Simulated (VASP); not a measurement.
# PbS in VASP: a series of runs

Aim: see how the results for PbS move with the level of theory and the settings. Levels: r2SCAN, PBE. Tasks: single point.

All numbers are computed with VASP 6.6.1; they aren't measurements. Logs are shortened: lines on timing, memory, paths and dates and some standing lists are left out, and cuts for length are marked.

## Step 1: The cell of the first run

Symmetry: Fm-3m, No. 225, cubic system. Conventional cell: a = 6.009 Å, b = 6.009 Å, c = 6.009 Å, α = 90.00°, β = 90.00°, γ = 90.00°. Pb (site symmetry m-3m) has 6 S at 3.00 Å within 4.0 Å. Within 4.0 Å of S (site symmetry m-3m) lie 6 Pb at 3.00 Å.

## Step 2: Single point, r2SCAN

Input file POSCAR:

```
PbS
1.0
    0.0000000000      3.0045317637      3.0045317637
    3.0045317637      0.0000000000      3.0045317637
    3.0045317637      3.0045317637      0.0000000000
Pb S
1 1
Direct
    0.5000000000      0.5000000000      0.5000000000
    0.0000000000      0.0000000000      0.0000000000
```

Input file INCAR.step1:

```
SYSTEM = PbS
PREC = Accurate ; ENCUT = 520
ISMEAR = 0 ; SIGMA = 0.05
LREAL = .False. ; LASPH = .True.
NELM = 60 ; NBANDS = 17
GGA = PE ; ALGO = Normal
EDIFF = 1E-4 ; LWAVE = .True.
LCHARG = .False.
```

Input file INCAR.step2:

```
SYSTEM = PbS
PREC = Accurate ; ENCUT = 520
EDIFF = 1E-6 ; ISMEAR = 0
SIGMA = 0.05 ; LREAL = .False.
LASPH = .True. ; NELM = 60
ALGO = Normal ; ISIF = 2
LWAVE = .False. ; LCHARG = .False.
METAGGA = R2SCAN ; LMIXTAU = .True.
NBANDS = 17 ; ISTART = 1
```

Input file KPOINTS:

```
Automatic mesh
0
Gamma
  10 10 10
  0 0 0
```

Potentials or basis: VASP PAW PBE potentials, release 64 (Pb_d, S).

Launch:

```bash
$ cat potpaw_PBE.64/Pb_d/POTCAR potpaw_PBE.64/S/POTCAR > POTCAR
$ cp INCAR.step1 INCAR
$ mpirun -np 1 vasp_std > vasp.out
$ cp INCAR.step2 INCAR
$ mpirun -np 1 vasp_std > vasp.out
```

OUTCAR:

```text
SYSTEM = PbS
   PREC = Accurate
   ENCUT = 520
   EDIFF = 1E-6
   ISMEAR = 0
   LREAL = .False.
   LASPH = .True.
   NELM = 60
   ISIF = 2
   METAGGA = R2SCAN
   ISTART = 1

 ion  position               nearest neighbor table
   1  0.500  0.500  0.500-   2 3.00   2 3.00   2 3.00   2 3.00   2 3.00   2 3.00
   2  0.000  0.000  0.000-   1 3.00   1 3.00   1 3.00   1 3.00   1 3.00   1 3.00

  LATTYP: Found a face centered cubic cell.
 ALAT       =     6.0090635274

  Lattice vectors:

 A1 = (   0.0000000000,   3.0045317637,   3.0045317637)
 A2 = (   3.0045317637,   0.0000000000,   3.0045317637)
 A3 = (   3.0045317637,   3.0045317637,   0.0000000000)

Analysis of symmetry for initial positions (statically):
=====================================================================
 Subroutine PRICEL returns:
 Original cell was already a primitive cell.

 Routine SETGRP: Setting up the symmetry group for a
 face centered cubic supercell.

 Subroutine GETGRP returns: Found 48 space group operations
 (whereof 48 operations were pure point group operations)
 out of a pool of 48 trial point group operations.

The static configuration has the point symmetry O_h .

Analysis of symmetry for dynamics (positions and initial velocities):
=====================================================================
 Subroutine PRICEL returns:
 Original cell was already a primitive cell.

 Routine SETGRP: Setting up the symmetry group for a
 face centered cubic supercell.

 Subroutine GETGRP returns: Found 48 space group operations
 (whereof 48 operations were pure point group operations)
 out of a pool of 48 trial point group operations.

The dynamic configuration has the point symmetry O_h .

 Subroutine INISYM returns: Found 48 space group operations
 (whereof 48 operations are pure point group operations),
 and found     1 'primitive' translations

----------------------------------------------------------------------------------------

                                     Primitive cell

  volume of cell :      54.2451

  direct lattice vectors                    reciprocal lattice vectors
     0.000000000  3.004531764  3.004531764    -0.166415282  0.166415282  0.166415282
     3.004531764  0.000000000  3.004531764     0.166415282 -0.166415282  0.166415282
     3.004531764  3.004531764  0.000000000     0.166415282  0.166415282 -0.166415282

  length of vectors
     4.249049569  4.249049569  4.249049569     0.288239723  0.288239723  0.288239723

  position of ions in fractional coordinates (direct lattice)
     0.500000000  0.500000000  0.500000000
     0.000000000  0.000000000  0.000000000

  ion indices of the primitive-cell ions
   primitive index   ion index
                 1           1
                 2           2

----------------------------------------------------------------------------------------

 KPOINTS: Automatic mesh

Automatic generation of k-mesh.
 Grid dimensions read from file:
 generate k-points for:   10   10   10

 Generating k-lattice:

  Cartesian coordinates                     Fractional coordinates (reciprocal lattice)
    -0.016641528  0.016641528  0.016641528     0.100000000  0.000000000  0.000000000
     0.016641528 -0.016641528  0.016641528     0.000000000  0.100000000  0.000000000
     0.016641528  0.016641528 -0.016641528     0.000000000  0.000000000  0.100000000

  Length of vectors
     0.028823972  0.028823972  0.028823972

  Shift w.r.t. Gamma in fractional coordinates (k-lattice)
     0.000000000  0.000000000  0.000000000

 Subroutine IBZKPT returns following result:
 ===========================================

 Found     47 irreducible k-points:

 Following reciprocal coordinates:
            Coordinates               Weight
  0.000000  0.000000  0.000000      1.000000
  0.100000  0.000000  0.000000      8.000000
  0.200000  0.000000  0.000000      8.000000
  0.300000  0.000000  0.000000      8.000000
  0.400000  0.000000  0.000000      8.000000
  0.500000  0.000000  0.000000      4.000000
[... 16 lines left out ...]
  0.300000  0.300000  0.000000      6.000000
  0.400000  0.300000  0.000000     24.000000
 [... further k-points ...]
   k-points           NKPTS =     47   k-points in BZ     NKDIM =     47   number of bands    NBANDS=     17
   number of dos      NEDOS =    301   number of ions     NIONS =      2
   total plane-waves  NPLWV =  32768
   dimension x,y,z NGX =    32 NGY =   32 NGZ =   32
   dimension x,y,z NGXF=    64 NGYF=   64 NGZF=   64
   ions per type =               1   1
   NGX,Y,Z   is equivalent  to a cutoff of  12.52, 12.52, 12.52 a.u.
   NGXF,Y,Z  is equivalent  to a cutoff of  25.04, 25.04, 25.04 a.u.
 SYSTEM =  PbS
   PREC   = accura    normal or accurate (medium, high low for compatibility)
   ISTART =      1    job   : 0-new  1-cont  2-samecut
   ICHARG =      0    charge: 1-file 2-atom 10-const
   ISPIN  =      1    spin polarized calculation?
   LNONCOLLINEAR =      F non collinear calculations
[... 99 lines left out ...]
      3     -12.1982      2.00000
      4     -12.1710      2.00000
      5     -12.1710      2.00000
      6      -8.0078      2.00000
[... 9 lines left out ...]
     16      14.1229      0.00000
     17      17.9076      0.00000

 k-point     5 :       0.4000    0.0000    0.0000
  band No.  band energies     occupation
      1     -12.2122      2.00000
      2     -12.2122      2.00000
      3     -12.1975      2.00000
      4     -12.1617      2.00000
      5     -12.1617      2.00000
      6      -7.6650      2.00000
[... 9 lines left out ...]
     16      15.1785      0.00000
     17      17.0591      0.00000

 k-point     6 :       0.5000    0.0000    0.0000
  band No.  band energies     occupation
      1     -12.2147      2.00000
      2     -12.2147      2.00000
      3     -12.1973      2.00000
      4     -12.1581      2.00000
      5     -12.1580      2.00000
      6      -7.5087      2.00000
[... 9 lines left out ...]
     16      15.8779      0.00000
     17      16.1478      0.00000

 k-point     7 :       0.1000    0.1000    0.0000
  band No.  band energies     occupation
      1     -12.2028      2.00000
      2     -12.1960      2.00000
      3     -12.1960      2.00000
      4     -12.1904      2.00000
      5     -12.1814      2.00000
      6      -8.5552      2.00000
[... 9 lines left out ...]
     16      13.1825      0.00000
     17      14.9068      0.00000

 k-point     8 :       0.2000    0.1000    0.0000
  band No.  band energies     occupation
      1     -12.2036      2.00000
      2     -12.1999      2.00000
      3     -12.1930      2.00000
      4     -12.1890      2.00000
      5     -12.1777      2.00000
      6      -8.3695      2.00000
[... 9 lines left out ...]
     16      13.8225      0.00000
     17      15.7552      0.00000
[... 203 lines left out ...]
      1     -12.2475      2.00000
      2     -12.1960      2.00000
      3     -12.1953      2.00000
      4     -12.1708      2.00000
      5     -12.1559      2.00000
      6      -7.3839      2.00000
[... 9 lines left out ...]
     16      16.2841      0.00000
     17      16.7862      0.00000

 k-point    20 :      -0.4000    0.2000    0.0000
  band No.  band energies     occupation
      1     -12.2405      2.00000
      2     -12.2000      2.00000
      3     -12.1891      2.00000
      4     -12.1723      2.00000
      5     -12.1610      2.00000
      6      -7.3447      2.00000
[... 9 lines left out ...]
     16      15.2039      0.00000
     17      17.4892      0.00000

 k-point    21 :      -0.3000    0.2000    0.0000
  band No.  band energies     occupation
      1     -12.2267      2.00000
      2     -12.2013      2.00000
      3     -12.1896      2.00000
      4     -12.1713      2.00000
      5     -12.1712      2.00000
      6      -7.5585      2.00000
[... 9 lines left out ...]
     16      15.5998      0.00000
     17      16.7996      0.00000

 k-point    22 :      -0.2000    0.2000    0.0000
  band No.  band energies     occupation
      1     -12.2117      2.00000
      2     -12.1999      2.00000
      3     -12.1949      2.00000
      4     -12.1816      2.00000
      5     -12.1703      2.00000
      6      -7.8844      2.00000
[... 9 lines left out ...]
     16      15.5623      0.00000
     17      15.9537      0.00000

 k-point    23 :       0.3000    0.3000    0.0000
  band No.  band energies     occupation
      1     -12.2602      2.00000
      2     -12.2147      2.00000
      3     -12.1691      2.00000
      4     -12.1673      2.00000
      5     -12.1673      2.00000
      6      -7.7617      2.00000
[... 9 lines left out ...]
     16      16.1458      0.00000
     17      16.5694      0.00000

 k-point    24 :       0.4000    0.3000    0.0000
  band No.  band energies     occupation
      1     -12.2790      2.00000
      2     -12.2146      2.00000
      3     -12.1723      2.00000
      4     -12.1617      2.00000
      5     -12.1570      2.00000
      6      -7.4932      2.00000
[... 9 lines left out ...]
     16      16.6801      0.00000
     17      17.3362      0.00000

 [... further k-points ...]

------------------------ aborting loop because EDIFF is reached ----------------------------------------

  FORCE on cell =-STRESS in cart. coord.  units (eV):
  Direction    XX          YY          ZZ          XY          YZ          ZX
  --------------------------------------------------------------------------------------
  -------------------------------------------------------------------------------------
  Total       -0.3346207     -0.3346207     -0.3346207     -0.0000000      0.0000000      0.0000000
  in kB       -9.8833231     -9.8833231     -9.8833231     -0.0000000      0.0000000      0.0000000
  external PRESSURE =      -9.8833231 kB  Pullay stress =       0.0000000 kB

 VOLUME and BASIS-vectors are now :
 -----------------------------------------------------------------------------
  energy-cutoff  :      520.00
  volume of cell :       54.25
      direct lattice vectors                 reciprocal lattice vectors
     0.000000000  3.004531764  3.004531764    -0.166415282  0.166415282  0.166415282
     3.004531764  0.000000000  3.004531764     0.166415282 -0.166415282  0.166415282
     3.004531764  3.004531764  0.000000000     0.166415282  0.166415282 -0.166415282

 POSITION                                       TOTAL-FORCE (eV/Angst)
 -----------------------------------------------------------------------------------
      3.00453      3.00453      3.00453         0.000000      0.000000      0.000000
      0.00000      0.00000      0.00000        -0.000000     -0.000000     -0.000000
 -----------------------------------------------------------------------------------
    total drift:                                0.000000     -0.000000      0.000000

  FREE ENERGIE OF THE ION-ELECTRON SYSTEM (eV)
  ---------------------------------------------------
  free  energy   TOTEN  =       -65.6093150211 eV

  energy  without entropy=      -65.6093150211  energy(sigma->0) =      -65.60931502
```

Run time: 3.5 min. Hardware: 1 thread of Intel Xeon 8259CL, shared host; peak memory 0.21 GiB.

Results:

* Free energy: -65.6093 eV
* Pressure: -1.0 GPa
* Band gap on the k mesh: 0.76 eV

Caveat: the PAW data sets were made with another functional, which shifts forces and pressure a little; spin-orbit coupling is left out, which moves the levels of the heavy elements. A k mesh can miss the band edges.

## Step 3: Single point, PBE

This run uses another cell than the first one, of 26.58 Å³/atom.

Input file INCAR:

```
SYSTEM = PbS
PREC = Accurate
ENCUT = 520
EDIFF = 1E-6
ISMEAR = 0
SIGMA = 0.05
LREAL = .False.
LASPH = .True.
NELM = 80
ALGO = Normal
ISIF = 2
LWAVE = .False.
LCHARG = .True.
GGA = PE
LELF = .True.
LVHAR = .True.
NBANDS = 17
```

Input file KPOINTS:

```
regular mesh
0
Gamma
  10 10 10
  0 0 0
```

Input file POSCAR:

```
PbS
1.0
    0.0000000000      3.0045317637      3.0045317637
    2.9444411284      0.0000000000      3.0045317637
    2.9444411284      3.0045317637      0.0000000000
Pb S
1 1
Direct
    0.5000000000      0.5000000000      0.5000000000
    0.0000000000      0.0000000000      0.0000000000
```

Potentials or basis: VASP PAW PBE potentials, release 64 (Pb_d, S).

Launch:

```bash
$ cat potpaw_PBE.64/Pb_d/POTCAR potpaw_PBE.64/S/POTCAR > POTCAR
$ mpirun -np 1 vasp_std > vasp.out
```

Wall time 1.8 min (1 thread of Intel Xeon 8259CL, shared host); peak memory 0.23 GiB.

Results (log left out):

```yaml
Free_energy: -8.7603 eV
Pressure: 1.1 GPa
Band_gap_on_the_k_mesh: 0.42 eV
```

Stress tensor (GPa, compression positive):
```
2.76 0.00 0.00
0.00 0.26 0.00
0.00 0.00 0.26
```

Levels at points of the mesh, in eV from the valence-band top:
```csv
k point,band 6,band 7,band 8,band 9,band 10,band 11,band 12,band 13,band 14,band 15
"(0.00, 0.00, 0.00)",-13.42,-6.06,-2.18,-2.02,-2.02,5.02,5.02,5.48,6.75,6.75
"(0.50, 0.00, 0.00)",-12.22,-8.73,-1.71,-1.67,0.00,0.42,1.95,2.08,8.65,10.09
"(0.50, 0.50, 0.00)",-11.86,-7.13,-5.01,-3.40,-3.19,3.99,5.45,5.45,5.88,11.12
"(0.00, 0.50, 0.50)",-11.75,-7.23,-5.05,-3.34,-3.34,3.90,5.55,5.55,5.68,11.15
```

Caveat: spin-orbit coupling is left out, which moves the levels of the heavy elements. A k mesh can miss the band edges.

## Step 4: Single point, PBE (atom 2 (S) moved 0.12 Å along z)

Input file INCAR:

```
SYSTEM = PbS
PREC = Accurate
ENCUT = 520
EDIFF = 1E-6
ISMEAR = 0
SIGMA = 0.05
LREAL = .False.
LASPH = .True.
NELM = 100
ALGO = Normal
ISIF = 2
LWAVE = .False.
LCHARG = .False.
GGA = PE
NBANDS = 17
```

Input file KPOINTS:

```
Automatic mesh
0
Gamma
  10 10 10
  0 0 0
```

Input file POSCAR:

```
PbS
1.0
    0.0000000000      3.0045317637      3.0045317637
    3.0045317637      0.0000000000      3.0045317637
    3.0045317637      3.0045317637      0.0000000000
Pb S
1 1
Direct
    0.5000000000      0.5000000000      0.5000000000
    0.0199698338      0.0199698338     -0.0199698338
```

Launch:

```bash
$ cat potpaw_PBE.64/Pb_d/POTCAR potpaw_PBE.64/S/POTCAR > POTCAR
$ mpirun -np 1 vasp_std > vasp.out
```

Run time: 1.9 min. Hardware: 1 thread of Intel Xeon 8259CL, shared host; peak memory 0.24 GiB.

Results (log left out):

- Free energy: -8.7676 eV
- Pressure: 0.1 GPa
- Largest force: 0.043 eV/Å
- Band gap on the k mesh: 0.61 eV

Forces in eV/Å, atoms in the order of the input:
```
Pb   0.000  0.000  0.043
S    0.000  0.000 -0.043
```

Stress tensor (GPa, compression positive):
```
-0.04  0.00  0.00
 0.00 -0.04  0.00
 0.00  0.00  0.45
```

Levels at points of the mesh, in eV from the valence-band top:
```tsv
k point	band 8	band 9	band 10	band 11	band 12	band 13
(0.00, 0.00, 0.00)	-1.92	-1.89	-1.89	5.08	5.08	5.21
(0.50, 0.00, 0.00)	-1.58	-1.54	0.00	0.61	2.14	2.20
(0.50, 0.50, 0.00)	-4.70	-3.11	-3.11	4.12	5.56	5.63
(0.00, 0.50, 0.50)	-4.78	-3.10	-3.09	3.97	5.53	5.67
```

Caveat: the cell differs from its parent crystal (atom 2 (S) moved 0.12 Å along z); spin-orbit coupling is left out, which moves the levels of the heavy elements. A k mesh can miss the band edges.

## Step 5: Single point, PBE

Input file INCAR:

```
  ALGO = Normal
  EDIFF = 1E-6
  ENCUT = 520
  GGA = PE
  ISIF = 2
  ISMEAR = 0
  LASPH = True
  LCHARG = False
  LREAL = False
  LWAVE = False
  NBANDS = 17
  NELM = 60
  PREC = Accurate
  SIGMA = 0.05
```

Input file KPOINTS:

```
k-points
0
Gamma
  10 10 10
```

Input file POSCAR:

```
PbS
1.0
    0.0000000000      2.9895091049      2.9895091049
    3.0045317637     -0.0150226588      3.0045317637
    3.0045317637      3.0045317637     -0.0150226588
Pb S
1 1
Direct
    0.5000000000      0.5000000000      0.5000000000
    0.0000000000      0.0000000000      0.0000000000
```

Launch:

```bash
$ cat potpaw_PBE.64/Pb_d/POTCAR potpaw_PBE.64/S/POTCAR > POTCAR
$ mpirun -np 1 vasp_std > vasp.out
```

It took 3 min on 1 thread of Intel Xeon 8259CL, shared host; peak memory 0.29 GiB.

Results (log left out):

| Property | Result |
| --- | --- |
| Free energy | -8.7692 eV |
| Pressure | -0.1 GPa |
| Band gap on the k mesh | 0.46 eV (least direct gap 0.49 eV) |

Stress tensor (GPa, compression positive):
```
-0.07  0.00  0.00
 0.00 -0.07  0.20
 0.00  0.20 -0.07
```

Levels at points of the mesh, in eV from the valence-band top:
```
           k point  band 6  band 7  band 8  band 9  band 10  band 11  band 12  band 13  band 14  band 15
(0.00, 0.00, 0.00)  -13.23   -6.09   -2.00   -1.96    -1.93     5.11     5.12     5.12     6.78     6.85
(0.50, 0.00, 0.00)  -12.08   -8.59   -1.62   -1.60    -0.04     0.46     2.02     2.05     8.64    10.17
(0.00, 0.50, 0.00)  -12.09   -8.63   -1.60   -1.58     0.00     0.50     2.08     2.11     8.63    10.11
(0.50, 0.50, 0.00)  -11.72   -7.13   -4.85   -3.17    -3.17     4.05     5.44     5.56     5.58    11.16
(0.00, 0.50, 0.50)  -11.72   -7.13   -4.85   -3.22    -3.12     4.05     5.46     5.55     5.56    11.16
```

Caveat: spin-orbit coupling is left out, which moves the levels of the heavy elements.

## Step 6: The runs side by side

| level | cell | gap on the mesh (eV) | pressure (GPa) |
| --- | --- | --- | --- |
| r2SCAN | a = 4.249 Å, angles 60.0°, 2 atoms, atomic positions A | 0.76 | -1.0 |
| PBE | a = 4.249, b = 4.207, c = 4.207 Å, angles 60.7, 59.7, 59.7°, 2 atoms, atomic positions A | 0.42 | 1.1 |
| PBE | a = 4.249 Å, angles 60.0°, 2 atoms, atomic positions B | 0.61 | 0.1 |
| PBE | a = 4.228, b = 4.249, c = 4.249 Å, angles 60.3, 60.2, 60.2°, 2 atoms, atomic positions A | 0.46 | -0.1 |

Alike in all rows: task single point; potentials or basis VASP PAW PBE potentials, release 64 (Pb_d, S); no spin polarisation; k mesh 10 × 10 × 10; cutoff (eV) 520; smearing gaussian 0.05 eV.

Caveats: spin-orbit coupling is left out, which moves the levels of the heavy elements; the PAW data sets were made with another functional, which shifts forces and pressure a little (at least some runs).

Absolute energies hang on the potentials; compare differences alone.
